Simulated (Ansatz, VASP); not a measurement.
## Two plane-wave programs on CrPd3

```xyz
4
Lattice="3.9252 0.0000 0.0000 0.0000 3.9252 0.0000 0.0000 0.0000 3.9252" Properties=species:S:1:pos:R:3 pbc="T T T"
Cr    0.0000    0.0000    0.0000
Pd    0.0000    1.9626    1.9626
Pd    1.9626    0.0000    1.9626
Pd    1.9626    1.9626    0.0000
```

Alike in both runs: task single point; functional LDA; k mesh 6 × 6 × 6; collinear spin.

|  | VASP | Ansatz |
| --- | --- | --- |
| version | VASP 6.6.1 | Ansatz 0.2.0 |
| potentials or method | VASP PAW LDA potentials, release 64 (Cr_pv, Pd), cutoff 520 eV | plane waves, PAW |
| occupations | fermi-dirac, width 0.1 eV | fermi-dirac |
| valence electrons in the cell | 42 | 68 |

Ansatz gave:

```
net moment per atom (μB)                                      : 0.66
size of the moment on the site where the two differ most (μB) : 2.74
```

Task: What did VASP give for the same quantities?

Result: net moment per atom (μB): 0.66; size of the moment on the site where the two differ most (μB): 2.69.

LDA's correlation is that of Perdew and Zunger in VASP and of Perdew and Wang (1992) in Ansatz. Site moments also hang on the region over which each program counts them. VASP's potentials hold 42 valence electrons a cell and Ansatz's 68, so a difference there can come from the potentials and not from the codes.
